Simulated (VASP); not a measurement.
Here is a VASP 6.6.1 calculation.

Contents of POSCAR:

```
Re
1.0
    2.7608000000      0.0000000000      0.0000000000
   -1.3804000000      2.3909229348      0.0000000000
    0.0000000000      0.0000000000      4.4582000000
Re
2
Direct
    0.6666666667      0.3333333333      0.7500000000
    0.3333333333      0.6666666667      0.2500000000
```

The input INCAR.step1:

```
SYSTEM = Re
PREC = Accurate
ENCUT = 520
EDIFF = 1E-5
ISMEAR = -1
SIGMA = 0.05
LREAL = .False.
LASPH = .True.
NELM = 100
ALGO = Normal
ISIF = 2
LWAVE = .True.
LCHARG = .False.
GGA = PE
NBANDS = 14
```

The input INCAR.step2:

```
SYSTEM = Re
PREC = Accurate
ENCUT = 520
EDIFF = 1E-7
ISMEAR = -1
SIGMA = 0.05
LREAL = .False.
LASPH = .True.
NELM = 100
ALGO = Normal
ISIF = 2
LWAVE = .False.
LCHARG = .False.
GGA = PE
LHFCALC = .True.
AEXX = 0.25
PRECFOCK = Normal
ISTART = 1
NBANDS = 14
```

File KPOINTS:

```
Automatic mesh
0
Gamma
  6 6 3
  0 0 0
```

Potentials or basis: VASP PAW PBE potentials, release 64 (Re).

Launch:

```bash
$ cat potpaw_PBE.64/Re/POTCAR > POTCAR
$ cp INCAR.step1 INCAR
$ mpirun -np 1 vasp_std > vasp.out
$ cp INCAR.step2 INCAR
$ mpirun -np 1 vasp_std > vasp.out
```

Q: Predict the pressure.

A: -9.2 GPa.

Q: Estimate the band gap on the k mesh.

A: Zero (bands 7 and 8 overlap by 3.84 eV).

Stress tensor (GPa, compression positive):
```
 -6.05   0.00   0.00
  0.00  -6.05   0.00
  0.00   0.00 -15.49
```

Caveat: the k points lie up to 0.47 Å⁻¹ apart, too coarse for converged energies and pressures of a metal; the PAW data sets were made with another functional, which shifts forces and pressure a little; spin-orbit coupling is left out, which moves the levels of the heavy elements.
